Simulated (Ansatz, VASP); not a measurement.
# Two plane-wave programs on ZrO2

```xyz
3
Lattice="0.0000 2.5520 2.5520 2.5520 0.0000 2.5520 2.5520 2.5520 0.0000" Properties=species:S:1:pos:R:3 pbc="T T T"
Zr    0.0000    0.0000    0.0000
O     1.2760    1.2760    1.2760
O     3.8280    3.8280    3.8280
```

Alike in both runs: task single point; functional r2SCAN; k mesh 9 × 9 × 9; no spin polarisation.

```csv
,VASP,Ansatz
version,VASP 6.6.1,Ansatz 0.2.0
potentials or method,"VASP PAW PBE potentials, release 64 (Zr_sv, O), cutoff 660 eV",PAW plane waves
occupations,"fermi-dirac, width 0.1 eV",fermi-dirac
valence electrons in the cell,24,24
```

|  | VASP | Ansatz | Ansatz less VASP |
| --- | --- | --- | --- |
| gap on the k mesh at the Fermi level (eV) | 3.90 | 3.91 | +0.012 |
| pressure (GPa) | -2.2 | -2.2 | 0.00 |

VASP's potentials were made for PBE, not for r2SCAN.
